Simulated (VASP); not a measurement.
# LiF (Fm-3m) in VASP: a series of runs

Runs on LiF. Level: r2SCAN. Tasks: single point.

Everything below comes from runs of VASP 6.6.1. Logs are shortened: lines on timing, memory, paths and dates and some standing lists are left out, and cuts for length are marked.

## Step 1: The cell of the first run

It takes space group Fm-3m (No. 225, cubic). Conventional cell: a = 3.870 Å, b = 3.870 Å, c = 3.870 Å, α = 90.00°, β = 90.00°, γ = 90.00°. Li (site symmetry m-3m) has 6 F at 1.94 Å within 2.6 Å. F (site symmetry m-3m) has 6 Li at 1.94 Å within 2.6 Å.

## Step 2: Single point, r2SCAN (strain -3.0%)

Input file POSCAR:

```
LiF
1.0
    0.0000000000      1.9350255854      1.9350255854
    1.9350255854      0.0000000000      1.9350255854
    1.9350255854      1.9350255854      0.0000000000
Li F
1 1
Direct
    0.0000000000      0.0000000000      0.0000000000
    0.5000000000      0.5000000000      0.5000000000
```

Input file INCAR.step1:

```
SYSTEM = LiF
ALGO = Normal
EDIFF = 1E-4
ENCUT = 520
GGA = PE
ISMEAR = 0
LASPH = .TRUE.
LCHARG = .FALSE.
LREAL = .FALSE.
LWAVE = .TRUE.
NBANDS = 12
NELM = 80
PREC = Accurate
SIGMA = 0.01
```

Input file INCAR.step2:

```
SYSTEM = LiF
ALGO = Normal
EDIFF = 1E-6
ENCUT = 520
ISIF = 2
ISMEAR = 0
ISTART = 1
LASPH = .TRUE.
LCHARG = .FALSE.
LMIXTAU = .TRUE.
LREAL = .FALSE.
LWAVE = .FALSE.
METAGGA = R2SCAN
NBANDS = 12
NELM = 80
PREC = Accurate
SIGMA = 0.01
```

Input file KPOINTS:

```
k-points
0
G
  10 10 10
  0 0 0
```

Potentials or basis: VASP PAW PBE potentials, release 64 (Li_sv, F).

Launch:

```console
$ cat potpaw_PBE.64/Li_sv/POTCAR potpaw_PBE.64/F/POTCAR > POTCAR
$ cp INCAR.step1 INCAR
$ mpirun -np 1 vasp_std > vasp.out
$ cp INCAR.step2 INCAR
$ mpirun -np 1 vasp_std > vasp.out
```

OUTCAR:

```text
SYSTEM = LiF
   EDIFF = 1E-6
   ENCUT = 520
   ISIF = 2
   ISMEAR = 0
   ISTART = 1
   LASPH = .TRUE.
   LREAL = .FALSE.
   METAGGA = R2SCAN
   NELM = 80
   PREC = Accurate

 ion  position               nearest neighbor table
   1  0.000  0.000  0.000-   2 1.94   2 1.94   2 1.94   2 1.94   2 1.94   2 1.94
   2  0.500  0.500  0.500-   1 1.94   1 1.94   1 1.94   1 1.94   1 1.94   1 1.94

  LATTYP: Found a face centered cubic cell.
 ALAT       =     3.8700511708

  Lattice vectors:

 A1 = (   0.0000000000,   1.9350255854,   1.9350255854)
 A2 = (   1.9350255854,   0.0000000000,   1.9350255854)
 A3 = (   1.9350255854,   1.9350255854,   0.0000000000)

Analysis of symmetry for initial positions (statically):
=====================================================================
 Subroutine PRICEL returns:
 Original cell was already a primitive cell.

 Routine SETGRP: Setting up the symmetry group for a
 face centered cubic supercell.

 Subroutine GETGRP returns: Found 48 space group operations
 (whereof 48 operations were pure point group operations)
 out of a pool of 48 trial point group operations.

The static configuration has the point symmetry O_h .

Analysis of symmetry for dynamics (positions and initial velocities):
=====================================================================
 Subroutine PRICEL returns:
 Original cell was already a primitive cell.

 Routine SETGRP: Setting up the symmetry group for a
 face centered cubic supercell.

 Subroutine GETGRP returns: Found 48 space group operations
 (whereof 48 operations were pure point group operations)
 out of a pool of 48 trial point group operations.

The dynamic configuration has the point symmetry O_h .

 Subroutine INISYM returns: Found 48 space group operations
 (whereof 48 operations are pure point group operations),
 and found     1 'primitive' translations

----------------------------------------------------------------------------------------

                                     Primitive cell

  volume of cell :      14.4907

  direct lattice vectors                    reciprocal lattice vectors
     0.000000000  1.935025585  1.935025585    -0.258394516  0.258394516  0.258394516
     1.935025585  0.000000000  1.935025585     0.258394516 -0.258394516  0.258394516
     1.935025585  1.935025585  0.000000000     0.258394516  0.258394516 -0.258394516

  length of vectors
     2.736539426  2.736539426  2.736539426     0.447552430  0.447552430  0.447552430

  position of ions in fractional coordinates (direct lattice)
     0.000000000  0.000000000  0.000000000
     0.500000000  0.500000000  0.500000000

  ion indices of the primitive-cell ions
   primitive index   ion index
                 1           1
                 2           2

----------------------------------------------------------------------------------------

 KPOINTS: k-points

Automatic generation of k-mesh.
 Grid dimensions read from file:
 generate k-points for:   10   10   10

 Generating k-lattice:

  Cartesian coordinates                     Fractional coordinates (reciprocal lattice)
    -0.025839452  0.025839452  0.025839452     0.100000000  0.000000000  0.000000000
     0.025839452 -0.025839452  0.025839452     0.000000000  0.100000000  0.000000000
     0.025839452  0.025839452 -0.025839452     0.000000000  0.000000000  0.100000000

  Length of vectors
     0.044755243  0.044755243  0.044755243

  Shift w.r.t. Gamma in fractional coordinates (k-lattice)
     0.000000000  0.000000000  0.000000000

 Subroutine IBZKPT returns following result:
 ===========================================

 Found     47 irreducible k-points:

 Following reciprocal coordinates:
            Coordinates               Weight
  0.000000  0.000000  0.000000      1.000000
  0.100000  0.000000  0.000000      8.000000
  0.200000  0.000000  0.000000      8.000000
  0.300000  0.000000  0.000000      8.000000
  0.400000  0.000000  0.000000      8.000000
  0.500000  0.000000  0.000000      4.000000
[... 16 lines left out ...]
  0.300000  0.300000  0.000000      6.000000
  0.400000  0.300000  0.000000     24.000000
 [... further k-points ...]
   k-points           NKPTS =     47   k-points in BZ     NKDIM =     47   number of bands    NBANDS=     12
   number of dos      NEDOS =    301   number of ions     NIONS =      2
   total plane-waves  NPLWV =   8000
   dimension x,y,z NGX =    20 NGY =   20 NGZ =   20
   dimension x,y,z NGXF=    40 NGYF=   40 NGZF=   40
   ions per type =               1   1
   NGX,Y,Z   is equivalent  to a cutoff of  12.15, 12.15, 12.15 a.u.
   NGXF,Y,Z  is equivalent  to a cutoff of  24.30, 24.30, 24.30 a.u.
 SYSTEM =  LiF
   PREC   = accura    normal or accurate (medium, high low for compatibility)
   ISTART =      1    job   : 0-new  1-cont  2-samecut
   ICHARG =      0    charge: 1-file 2-atom 10-const
   ISPIN  =      1    spin polarized calculation?
   LNONCOLLINEAR =      F non collinear calculations
   LSORBIT =      F    spin-orbit coupling
   LASPH  =      T    aspherical Exc in radial PAW
   ENCUT  =  520.0 eV  38.22 Ry    6.18 a.u.   5.09  5.09  5.09*2*pi/ulx,y,z
   NELM   =     80;   NELMIN=  2; NELMDL=  0     # of ELM steps
   EDIFF  = 0.1E-05   stopping-criterion for ELM
   LREAL  =      F    real-space projection
   EDIFFG = 0.1E-04   stopping-criterion for IOM
   NSW    =      0    number of steps for IOM
   IBRION =     -1    ionic relax: 0-MD 1-quasi-New 2-CG
   NFREE  =      0    steps in history (QN), initial steepest desc. (CG)
   ISIF   =      2    stress and relaxation
   ISYM   =      2    0-nonsym 1-usesym 2-fastsym
   POTIM  = 0.5000    time-step for ionic-motion
   TEBEG  =    0.0;   TEEND  =   0.0 temperature during run
   PSTRESS=    0.0 pullay stress
   NELECT =      10.0000    total number of electrons
   NUPDOWN=      -1.0000    fix difference up-down
   EMIN   =  10.00;   EMAX   =-10.00  energy-range for DOS
   EFERMI =   0.00;   METHOD = LEGACY
   ISMEAR =     0;   SIGMA  =   0.01  broadening in eV -4-tet -1-fermi 0-gaus
   EFERMI_NEDOS =   21; number of points for ismear=-14 and -15
   IALGO  =     38    algorithm
   IMIX   =      4    mixing-type and parameters
     AMIX     =   0.40;   BMIX     =  1.00
     AMIX_MAG =   1.60;   BMIX_MAG =  1.00
  volume/ion in A,a.u.               =       7.25        48.89
  Fermi-wavevector in a.u.,A,eV,Ry     =   1.446699  2.733864 28.476142  2.092937
  Thomas-Fermi vector in A             =   2.564738
   LORBIT       =      0    0 simple, 1 ext, 2 COOP (PROOUT), +10 PAW based schemes
   METAGGA = R2SCAN    functional components
   LHFCALC =     F    Hartree Fock is set to
   AEXX    =    0.0000 exact exchange contribution
   IVDW    =     0    specifies the selected vdW correction
   LEPSILON=     F    determine dielectric tensor
   LRPA    =     F    only Hartree local field effects (RPA)
 non-spin polarized calculation
 Gauss-broadening in eV      SIGMA  =   0.01
  energy-cutoff  :      520.00
  volume of cell :       14.49
 maximum number of plane-waves:       396
   NGX = 11   NGY = 11   NGZ = 11

 number of electron       9.9999974 magnetization

 Free energy of the ion-electron system (eV)
  ---------------------------------------------------
  ext. energy  EPLUGINS =         0.00000000
  ---------------------------------------------------
  free energy    TOTEN  =       -11.86769998 eV

  energy without entropy =      -11.86769998  energy(sigma->0) =      -11.86769998

 E-fermi :  -0.7087     XC(G=0): -11.2000

 val. band max:       -0.8647255787   @ k =   0.0000   0.0000   0.0000
 cond. band min:      10.6219170604   @ k =   0.0000   0.0000   0.0000
 fundamental gap:     11.4866426392
 Fermi energy:        -0.7086823113

 k-point     1 :       0.0000    0.0000    0.0000
  band No.  band energies     occupation
      1     -42.7028      2.00000
      2     -22.3102      2.00000
      3      -0.8647      2.00000
      4      -0.8647      2.00000
      5      -0.8647      2.00000
      6      10.6219      0.00000
      7      25.8425      0.00000
      8      25.8425      0.00000
      9      25.8426      0.00000
     10      26.9540      0.00000
     11      26.9540      0.00000
     12      26.9555      0.00000

 k-point     2 :       0.1000    0.0000    0.0000
  band No.  band energies     occupation
      1     -42.6936      2.00000
      2     -22.2660      2.00000
      3      -1.1827      2.00000
      4      -0.8939      2.00000
      5      -0.8939      2.00000
      6      10.8946      0.00000
      7      22.9633      0.00000
      8      24.9082      0.00000
      9      24.9090      0.00000
     10      27.4693      0.00000
     11      27.4698      0.00000
     12      28.0582      0.00000

 k-point     3 :       0.2000    0.0000    0.0000
  band No.  band energies     occupation
      1     -42.6696      2.00000
      2     -22.1479      2.00000
      3      -1.9578      2.00000
      4      -0.9686      2.00000
      5      -0.9686      2.00000
      6      11.4666      0.00000
      7      20.3569      0.00000
      8      23.2682      0.00000
      9      23.2692      0.00000
     10      28.7411      0.00000
     11      28.7411      0.00000
     12      29.1827      0.00000
[... 286 lines left out ...]
 k-point    23 :       0.3000    0.3000    0.0000
  band No.  band energies     occupation
      1     -42.6230      2.00000
      2     -21.8125      2.00000
      3      -3.0554      2.00000
      4      -1.6661      2.00000
      5      -1.6661      2.00000
      6      13.8406      0.00000
      7      18.7885      0.00000
      8      21.1838      0.00000
      9      22.6435      0.00000
     10      22.6440      0.00000
     11      37.1997      0.00000
     12      38.4258      0.00000

 k-point    24 :       0.4000    0.3000    0.0000
  band No.  band energies     occupation
      1     -42.6055      2.00000
      2     -21.6762      2.00000
      3      -3.5663      2.00000
      4      -1.9147      2.00000
      5      -1.7849      2.00000
      6      14.6541      0.00000
      7      17.7789      0.00000
      8      20.7095      0.00000
      9      22.3961      0.00000
     10      23.4373      0.00000
     11      37.7202      0.00000
     12      37.7695      0.00000

 [... further k-points ...]
[... 5 lines left out ...]
  --------------------------------------------------------------------------------------
  -------------------------------------------------------------------------------------
  Total        0.7626617      0.7626617      0.7626617      0.0000000     -0.0000000      0.0000000
  in kB       84.3242354     84.3242354     84.3242354      0.0000000     -0.0000000      0.0000000
  external PRESSURE =      84.3242354 kB  Pullay stress =       0.0000000 kB

 VOLUME and BASIS-vectors are now :
 -----------------------------------------------------------------------------
  energy-cutoff  :      520.00
  volume of cell :       14.49
      direct lattice vectors                 reciprocal lattice vectors
     0.000000000  1.935025585  1.935025585    -0.258394516  0.258394516  0.258394516
     1.935025585  0.000000000  1.935025585     0.258394516 -0.258394516  0.258394516
     1.935025585  1.935025585  0.000000000     0.258394516  0.258394516 -0.258394516

 POSITION                                       TOTAL-FORCE (eV/Angst)
 -----------------------------------------------------------------------------------
      0.00000      0.00000      0.00000        -0.000000     -0.000000     -0.000000
      1.93503      1.93503      1.93503         0.000000      0.000000      0.000000
 -----------------------------------------------------------------------------------
    total drift:                                0.000000      0.000000      0.000000

  FREE ENERGIE OF THE ION-ELECTRON SYSTEM (eV)
  ---------------------------------------------------
  free  energy   TOTEN  =       -11.8676999804 eV

  energy  without entropy=      -11.8676999804  energy(sigma->0) =      -11.86769998
```

Wall time 76 s (1 thread of AMD EPYC, shared host); peak memory 0.09 GiB.

What came out:

```yaml
Free_energy: -11.8677 eV
Band_gap_on_the_k_mesh: 11.49 eV, direct
```

Levels at points of the mesh, in eV from the valence-band top:
| k point | band 3 | band 4 | band 5 | band 6 | band 7 | band 8 |
| --- | --- | --- | --- | --- | --- | --- |
| (0.00, 0.00, 0.00) | 0.00 | 0.00 | 0.00 | 11.49 | 26.71 | 26.71 |
| (0.50, 0.00, 0.00) | -2.87 | -0.29 | -0.29 | 12.53 | 19.68 | 21.45 |
| (0.50, 0.50, 0.00) | -3.56 | -1.20 | -1.20 | 17.32 | 18.04 | 20.69 |

Caveat: the cell differs from its parent crystal (strain -3.0%); the cutoff is under 1.25 times the usual one of these potentials, so pressure, stress and relaxed cells hold a basis-set (Pulay) error; the PAW data sets were made with another functional, which shifts forces and pressure a little. A k mesh can miss the band edges.

## Step 3: Single point, r2SCAN (strain -2.0%)

Input file POSCAR:

```
LiF
1.0
    0.0000000000      1.9549743028      1.9549743028
    1.9549743028      0.0000000000      1.9549743028
    1.9549743028      1.9549743028      0.0000000000
Li F
1 1
Direct
    0.0000000000      0.0000000000      0.0000000000
    0.5000000000      0.5000000000      0.5000000000
```

Input file INCAR.step1:

```
SYSTEM = LiF
PREC = Accurate
ENCUT = 520
ISMEAR = 0
SIGMA = 0.01
LREAL = .False.
LASPH = .True.
NELM = 100
NBANDS = 12
GGA = PE
ALGO = Normal
EDIFF = 1E-4
LWAVE = .True.
LCHARG = .False.
```

Input file INCAR.step2:

```
SYSTEM = LiF
PREC = Accurate
ENCUT = 520
EDIFF = 1E-6
ISMEAR = 0
SIGMA = 0.01
LREAL = .False.
LASPH = .True.
NELM = 100
ALGO = Normal
ISIF = 2
LWAVE = .False.
LCHARG = .True.
METAGGA = R2SCAN
LMIXTAU = .True.
LELF = .True.
LVHAR = .True.
NBANDS = 12
ISTART = 1
```

Input file KPOINTS:

```
Automatic mesh
0
Gamma
  10 10 10
  0 0 0
```

Potentials or basis: VASP PAW PBE potentials, release 64 (Li_sv, F).

Launch:

```console
$ cat potpaw_PBE.64/Li_sv/POTCAR potpaw_PBE.64/F/POTCAR > POTCAR
$ cp INCAR.step1 INCAR
$ mpirun -np 1 vasp_std > vasp.out
$ cp INCAR.step2 INCAR
$ mpirun -np 1 vasp_std > vasp.out
```

It took 1.7 min on 1 thread of AMD EPYC, shared host; peak memory 0.1 GiB.

Results (log left out):

| Property | Result |
| --- | --- |
| Free energy | -11.8883 eV |
| Band gap on the k mesh | 11.17 eV, direct |

Levels at points of the mesh, in eV from the valence-band top:
```
           k point  band 2  band 3  band 4  band 5  band 6  band 7  band 8  band 9
(0.00, 0.00, 0.00)  -21.35    0.00    0.00    0.00   11.17   26.39   26.39   26.39
(0.50, 0.00, 0.00)  -20.88   -2.77   -0.28   -0.28   12.35   19.29   21.19   21.19
(0.50, 0.50, 0.00)  -20.54   -3.41   -1.15   -1.15   16.99   17.89   20.32   23.09
```

Caveat: the cell differs from its parent crystal (strain -2.0%); the cutoff is under 1.25 times the usual one of these potentials, so pressure, stress and relaxed cells hold a basis-set (Pulay) error; the PAW data sets were made with another functional, which shifts forces and pressure a little. A k mesh can miss the band edges.

## Step 4: Single point, r2SCAN

This run uses another cell than the first one, of 7.94 Å³/atom, 1.096 times its volume.

Input file POSCAR:

```
LiF
1.0
    0.0000000000      1.9948717375      1.9948717375
    1.9948717375      0.0000000000      1.9948717375
    1.9948717375      1.9948717375      0.0000000000
Li F
1 1
Direct
    0.0000000000      0.0000000000      0.0000000000
    0.5000000000      0.5000000000      0.5000000000
```

Input file INCAR.step1:

```
PREC = Accurate ; ENCUT = 520
ISMEAR = 0 ; SIGMA = 0.01
LREAL = False ; LASPH = True
NELM = 60 ; NBANDS = 12
GGA = PE ; ALGO = Normal
EDIFF = 1E-4 ; LWAVE = True
LCHARG = False
```

Input file INCAR.step2:

```
PREC = Accurate ; ENCUT = 520
EDIFF = 1E-6 ; ISMEAR = 0
SIGMA = 0.01 ; LREAL = False
LASPH = True ; NELM = 60
ALGO = Normal ; ISIF = 2
LWAVE = False ; LCHARG = True
METAGGA = R2SCAN ; LMIXTAU = True
LELF = True ; LVHAR = True
NBANDS = 12 ; ISTART = 1
```

Input file KPOINTS:

```
Automatic mesh
0
Gamma
  10 10 10
```

Launch:

```console
$ cat potpaw_PBE.64/Li_sv/POTCAR potpaw_PBE.64/F/POTCAR > POTCAR
$ cp INCAR.step1 INCAR
$ mpirun -np 1 vasp_std > vasp.out
$ cp INCAR.step2 INCAR
$ mpirun -np 1 vasp_std > vasp.out
```

It took 86 s on 1 thread of AMD EPYC, shared host; peak memory 0.1 GiB.

It converged, with:

```
Free energy            : -11.9032 eV
Band gap on the k mesh : 10.55 eV, direct
```

Levels at points of the mesh, in eV from the valence-band top:
| k point | band 3 | band 4 | band 5 | band 6 | band 7 | band 8 |
| --- | --- | --- | --- | --- | --- | --- |
| (0.00, 0.00, 0.00) | 0.00 | 0.00 | 0.00 | 10.55 | 25.77 | 25.77 |
| (0.50, 0.00, 0.00) | -2.58 | -0.25 | -0.25 | 11.99 | 18.50 | 20.68 |
| (0.50, 0.50, 0.00) | -3.13 | -1.05 | -1.05 | 16.35 | 17.59 | 19.49 |

Caveat: the cutoff is under 1.25 times the usual one of these potentials, so pressure, stress and relaxed cells hold a basis-set (Pulay) error; the PAW data sets were made with another functional, which shifts forces and pressure a little.

## Step 5: Single point, r2SCAN (strain -1.0%)

Input file POSCAR:

```
LiF
1.0
    0.0000000000      1.9749230202      1.9749230202
    1.9749230202      0.0000000000      1.9749230202
    1.9749230202      1.9749230202      0.0000000000
Li F
1 1
Direct
    0.0000000000      0.0000000000      0.0000000000
    0.5000000000      0.5000000000      0.5000000000
```

Input file INCAR.step1:

```
ALGO = Normal
EDIFF = 1E-4
ENCUT = 520
GGA = PE
ISMEAR = 0
LASPH = T
LCHARG = F
LREAL = F
LWAVE = T
NBANDS = 12
NELM = 60
PREC = Accurate
SIGMA = 0.01
```

Input file INCAR.step2:

```
ALGO = Normal
EDIFF = 1E-6
ENCUT = 520
ISIF = 2
ISMEAR = 0
ISTART = 1
LASPH = T
LCHARG = F
LMIXTAU = T
LREAL = F
LWAVE = F
METAGGA = R2SCAN
NBANDS = 12
NELM = 60
PREC = Accurate
SIGMA = 0.01
```

Input file KPOINTS:

```
k-points
0
Gamma
  10 10 10
```

Launch:

```console
$ cat potpaw_PBE.64/Li_sv/POTCAR potpaw_PBE.64/F/POTCAR > POTCAR
$ cp INCAR.step1 INCAR
$ mpirun -np 1 vasp_std > vasp.out
$ cp INCAR.step2 INCAR
$ mpirun -np 1 vasp_std > vasp.out
```

Wall time 89 s (1 thread of AMD EPYC, shared host); peak memory 0.1 GiB.

The run converged. Its results:

- Free energy: -11.8996 eV
- Band gap on the k mesh: 10.85 eV, direct

Levels at points of the mesh, in eV from the valence-band top:
| k point | band 3 | band 4 | band 5 | band 6 | band 7 | band 8 |
| --- | --- | --- | --- | --- | --- | --- |
| (0.00, 0.00, 0.00) | 0.00 | 0.00 | 0.00 | 10.85 | 26.08 | 26.08 |
| (0.50, 0.00, 0.00) | -2.67 | -0.26 | -0.26 | 12.17 | 18.89 | 20.93 |
| (0.50, 0.50, 0.00) | -3.27 | -1.10 | -1.10 | 16.66 | 17.74 | 19.89 |

Caveat: the cell differs from its parent crystal (strain -1.0%); the cutoff is under 1.25 times the usual one of these potentials, so pressure, stress and relaxed cells hold a basis-set (Pulay) error; the PAW data sets were made with another functional, which shifts forces and pressure a little. A k mesh can miss the band edges.

## Step 6: The runs side by side

| cell | gap on the mesh (eV) |
| --- | --- |
| a = 2.737 Å, angles 60.0°, 2 atoms | 11.49 |
| a = 2.765 Å, angles 60.0°, 2 atoms | 11.17 |
| a = 2.821 Å, angles 60.0°, 2 atoms | 10.55 |
| a = 2.793 Å, angles 60.0°, 2 atoms | 10.85 |

Alike in all rows: task single point; level r2SCAN; potentials or basis VASP PAW PBE potentials, release 64 (Li_sv, F); no spin polarisation; k mesh 10 × 10 × 10; cutoff (eV) 520; smearing gaussian 0.01 eV.

Caveats: the cutoff is under 1.25 times the usual one of these potentials, so pressure, stress and relaxed cells hold a basis-set (Pulay) error; the PAW data sets were made with another functional, which shifts forces and pressure a little.

Absolute energies hang on the potentials; compare differences alone.
